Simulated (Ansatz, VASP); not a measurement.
One calculation of GaN, two programs

File POSCAR:

```
GaN
1.0
    3.1800000000      0.0000000000      0.0000000000
   -1.5900000000      2.7539607840      0.0000000000
    0.0000000000      0.0000000000      5.1660000000
Ga N
2 2
Direct
    0.6666666667      0.3333333333      0.5000000000
    0.3333333333      0.6666666667      0.0000000000
    0.6666666667      0.3333333333      0.8750000000
    0.3333333333      0.6666666667      0.3750000000
```

The input INCAR.step1:

```
SYSTEM = GaN
  PREC = Accurate
  ENCUT = 520
  ISMEAR = -1
  SIGMA = 0.05
  LREAL = .False.
  LASPH = .True.
  NELM = 100
  NBANDS = 26
  GGA = PE
  ALGO = Normal
  EDIFF = 1E-4
  LWAVE = .True.
  LCHARG = .False.
```

The input INCAR.step2:

```
SYSTEM = GaN
  PREC = Accurate
  ENCUT = 520
  EDIFF = 1E-6
  ISMEAR = -1
  SIGMA = 0.05
  LREAL = .False.
  LASPH = .True.
  NELM = 100
  ALGO = Normal
  ISIF = 2
  LWAVE = .False.
  LCHARG = .True.
  METAGGA = R2SCAN
  LMIXTAU = .True.
  IVDW = 12
  VDW_S6 = 1.0
  VDW_S8 = 0.78981345
  VDW_A1 = 0.49484001
  VDW_A2 = 5.73083694
  LELF = .True.
  LVHAR = .True.
  NBANDS = 26
  ISTART = 1
```

KPOINTS

```
Automatic mesh
0
Gamma
  10 10 5
  0 0 0
```

Contents of input.yaml:

```yaml
crystal:
  lattice:
    - [3.18, 0.0, 0.0]
    - [-1.59, 2.753960784, 0.0]
    - [0.0, 0.0, 5.166]
  atoms:
    - { symbol: Ga, position: [0.6666666667, 0.3333333333, 0.5] }
    - { symbol: Ga, position: [0.3333333333, 0.6666666667, 0.0] }
    - { symbol: "N", position: [0.6666666667, 0.3333333333, 0.875] }
    - { symbol: "N", position: [0.3333333333, 0.6666666667, 0.375] }
hamiltonian:
  xc: r2scan
  pseudopotentials: { kind: paw }
  dispersion: d3bj
kpoints:
  mp_grid: { grid: [10, 10, 5] }
scf:
  occupations: { method: fermi_dirac, width: 0.05 }
output:
  forces: true
  stress: true
  eigenvalues: true
  write_density: true
  write_potential: true
  elf: true
  volumetric_format: npy
```

Alike in both runs: task single point; functional r2SCAN; dispersion D3(BJ); k mesh 10 × 10 × 5; occupations fermi-dirac, width 0.05 eV; no spin polarisation.

|  | VASP | Ansatz |
| --- | --- | --- |
| version | VASP 6.6.1 | Ansatz 0.2.0 |
| potentials or method | VASP PAW PBE potentials, release 64 (Ga_d, N) | Ansatz PAW |
| plane-wave cutoff (eV) | 520 | 500 |
| valence electrons in the cell | 36 | 36 |

VASP gave:

```
gap on the k mesh at the Fermi level (eV)                     : 2.38
least direct gap on the mesh (eV)                             : 2.38
pressure (GPa)                                                : 0.4
traceless stress, the component that is largest in VASP (GPa) : 1.30
rms of the force components (eV/Å)                            : 0.079
```

**Question.** Estimate Ansatz's values.

**Answer.** gap on the k mesh at the Fermi level (eV): 2.38; least direct gap on the mesh (eV): 2.38; pressure (GPa): -0.7; traceless stress, the component that is largest in VASP (GPa): 1.35; rms of the force components (eV/Å): 0.082.

VASP's potentials were made for PBE, not for r2SCAN. Atom by atom the forces differ by 0.003 eV/Å (rms over components).

Noted on Ansatz's run: odd divisions of the mesh miss points on the zone boundary, where band edges often lie, so the gap on the mesh can be too wide.
